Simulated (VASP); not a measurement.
Fe:

```
Fe
1.0
     4.05246    0.00000    0.00000
    -2.02623    3.50953    0.00000
     0.00000    0.00000    2.48416
Fe
3
Direct
  0.00000 0.00000 0.00000
  0.33333 0.66667 0.50000
  0.66667 0.33333 0.50000
```

This isn't the form of Fe at room conditions, which is bcc.

```yaml
Program: VASP 6.6.1
Task: relaxation of cell and atoms
Functional: BLYP
Potentials_or_basis: VASP PAW PBE potentials, release 64 (Fe)
Cutoff: 600 eV
k_mesh: 9 × 9 × 13
Occupations: fermi-dirac, width 0.05 eV
Spin: collinear spin, ferromagnetic start
Starting_moments: "[2.5, 2.5, 2.5] μB"
```

At the start: pressure -9.5 GPa; volume 11.78 Å³/atom.

Q: How do energy, volume and symmetry change on relaxing?

A: Over 9 steps the energy falls by 125.5 meV/atom and the volume is 11.48 Å³/atom (-2.5 %); space group P6/mmm (No. 191, to 0.1 Å) before and after; moment 1.51 μB per cell.

Step by step:
| step | energy change (eV) | largest force (eV/Å) | pressure (GPa) | volume (Å³) |
| --- | --- | --- | --- | --- |
| 1 | 0.0000 | 0.0000 | -9.50 | 35.33 |
| 2 | -0.2710 | 0.0000 | 14.29 | 31.88 |
| 3 | -0.3659 | 0.0000 | 2.30 | 33.83 |
| 4 | -0.3684 | 0.0000 | 1.04 | 34.09 |
| 5 | -0.3689 | 0.0000 | 0.27 | 34.26 |
| 6 | -0.3746 | 0.0000 | 1.63 | 34.08 |
| 7 | -0.3748 | 0.0000 | 1.35 | 34.11 |
| 8 | -0.3763 | 0.0000 | -0.19 | 34.49 |
| 9 | -0.3764 | 0.0000 | -0.05 | 34.45 |

Final structure:
```
Fe
1.0
     4.04402    0.00000    0.00000
    -2.02201    3.50222    0.00000
     0.00000    0.00000    2.43226
Fe
3
Direct
  0.00000 0.00000 0.00000
  0.33333 0.66667 0.50000
  0.66667 0.33333 0.50000
```

Caveat: the PAW data sets were made with another functional, which shifts forces and pressure a little.
